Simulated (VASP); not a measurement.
Here is a VASP 6.6.1 calculation.

The input POSCAR:

```
GaAs
1.0
    3.6064012100      0.0000000000      0.0000000000
   -1.8032006000      3.1232350600      0.0000000000
    0.0000000000      0.0000000000      3.5731941600
Ga As
1 1
Direct
    0.3333333300      0.6666666700      0.5000000000
    0.0000000000      0.0000000000      0.0000000000
```

File INCAR.step1:

```
PREC = Accurate ; ENCUT = 520
ISMEAR = -1 ; SIGMA = 0.05
LREAL = False ; LASPH = True
NELM = 150 ; LNONCOLLINEAR = True
MAGMOM = 0 0 0 0 0 0 ; LSORBIT = True
GGA_COMPAT = False ; NBANDS = 30
GGA = PE ; ALGO = Normal
EDIFF = 1E-4 ; LWAVE = True
LCHARG = False
```

File INCAR.step2:

```
PREC = Accurate ; ENCUT = 520
EDIFF = 1E-7 ; ISMEAR = -1
SIGMA = 0.05 ; LREAL = False
LASPH = True ; NELM = 150
ALGO = Normal ; ISIF = 2
LWAVE = False ; LCHARG = True
LNONCOLLINEAR = True ; MAGMOM = 0 0 0 0 0 0
LORBIT = 11 ; LSORBIT = True
GGA_COMPAT = False ; LORBMOM = True
METAGGA = R2SCAN ; LMIXTAU = True
LVHAR = True ; NBANDS = 30
ISTART = 1
```

Contents of KPOINTS:

```
Automatic mesh
0
Gamma
  7 7 6
```

Potentials or basis: VASP PAW PBE potentials, release 64 (Ga_d, As).

Command:

```bash
$ cat potpaw_PBE.64/Ga_d/POTCAR potpaw_PBE.64/As/POTCAR > POTCAR
$ cp INCAR.step1 INCAR
$ mpirun -np 1 vasp_ncl > vasp.out
$ cp INCAR.step2 INCAR
$ mpirun -np 1 vasp_ncl > vasp.out
```

**Question.** Estimate the pressure.

**Answer.** -2.6 GPa.

**Question.** What does it give for the net moment?

**Answer.** 0.00 μB per cell.

Moments on the atoms (μB; x, y, z):
```
Ga  0.00 0.00 0.00
As  0.00 0.00 0.00
```

Caveat: the PAW data sets were made with another functional, which shifts forces and pressure a little.
